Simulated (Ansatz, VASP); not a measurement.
# Ta in VASP and in Ansatz

File INCAR:

```
SYSTEM = Ta
PREC = Accurate ; ENCUT = 520
EDIFF = 1E-7 ; ISMEAR = 0
SIGMA = 0.15 ; LREAL = .FALSE.
LASPH = .TRUE. ; NELM = 60
ALGO = Fast ; ISIF = 2
LWAVE = .FALSE. ; LCHARG = .FALSE.
GGA = PE ; NBANDS = 12
```

Contents of KPOINTS:

```
regular mesh
0
G
  18 18 18
  0 0 0
```

POSCAR

```
Ta
1.0
   -1.8420267615      1.6594835689      1.8461754704
    1.8420267615     -1.6594835689      1.8461754704
    1.8420267615      1.6594835689     -1.8461754704
Ta
1
Direct
    0.0000000000      0.0000000000      0.0000000000
```

Input for Ansatz:

```yaml
crystal:
  lattice:
    - [-1.8420267615, 1.6594835689, 1.8461754704]
    - [1.8420267615, -1.6594835689, 1.8461754704]
    - [1.8420267615, 1.6594835689, -1.8461754704]
  atoms:
    - { symbol: Ta, position: [0.0, 0.0, 0.0] }
basis:
  ecutwfc: 420
kpoints:
  mp_grid: { grid: [18, 18, 18] }
hamiltonian:
  xc: pbe
  pseudopotentials: { kind: paw, azcp: { folder: soft_1 } }
scf:
  occupations: { method: gaussian, width: 0.15 }
output:
  forces: true
  stress: true
  eigenvalues: true
  write_density: true
  write_potential: true
  elf: true
  volumetric_format: npy
```

Change from the starting cell: normal strain along x +0.1100, normal strain along z +0.1125.

Alike in both runs: task single point; functional PBE; k mesh 18 × 18 × 18; occupations gaussian, width 0.15 eV; no spin polarisation.

|  | VASP | Ansatz |
| --- | --- | --- |
| version | VASP 6.6.1 | Ansatz 0.2.0 |
| potentials or method | VASP PAW PBE potentials, release 64 (Ta_pv), cutoff 520 eV | scalar-relativistic, plane waves, PAW |
| valence electrons in the cell | 11 | 13 |

|  | VASP | Ansatz | Ansatz less VASP |
| --- | --- | --- | --- |
| gap on the k mesh at the Fermi level (eV) | none | none | - |
| pressure (GPa) | -26.8 | -26.7 | +0.08 |
| traceless stress, the component that is largest in VASP (GPa) | 1.40 | 1.41 | +0.009 |

A gap of «none» marks a metal or a gap that the smearing closes. VASP's potentials hold 11 valence electrons a cell and Ansatz's 13, so a difference there can come from the potentials and not from the codes.

Neither program's run includes spin-orbit coupling.
